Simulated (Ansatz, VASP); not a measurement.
**One calculation of GdIn, two programs**

```
CELL_PARAMETERS angstrom
3.83000 0.00000 0.00000
0.00000 3.83000 0.00000
0.00000 0.00000 3.83000
ATOMIC_POSITIONS crystal
Gd 0.00000 0.00000 0.00000
In 0.50000 0.50000 0.50000
```

Alike in both runs: task single point; functional PBEsol; k mesh 8 × 8 × 8; occupations fermi-dirac, width 0.1 eV; collinear spin.

```csv
,VASP,Ansatz
version,VASP 6.6.1,Ansatz 0.2.0
potentials or method,"VASP PAW PBE potentials, release 64 (Gd, In_d), cutoff 520 eV",all-electron (LAPW or listed datasets)
```

Ansatz gave:

| Property | Result |
| --- | --- |
| net moment per atom (μB) | 3.59 |
| size of the moment on the site where the two differ most (μB) | 7.09 |

Question: Which values does VASP return?

Answer: net moment per atom (μB): 3.59; size of the moment on the site where the two differ most (μB): 6.81.

VASP's potentials were made for PBE, not for PBEsol. Site moments also hang on the region over which each program counts them. Ansatz ran all-electron here, and VASP with PAW potentials.

Spin-orbit coupling is off throughout.
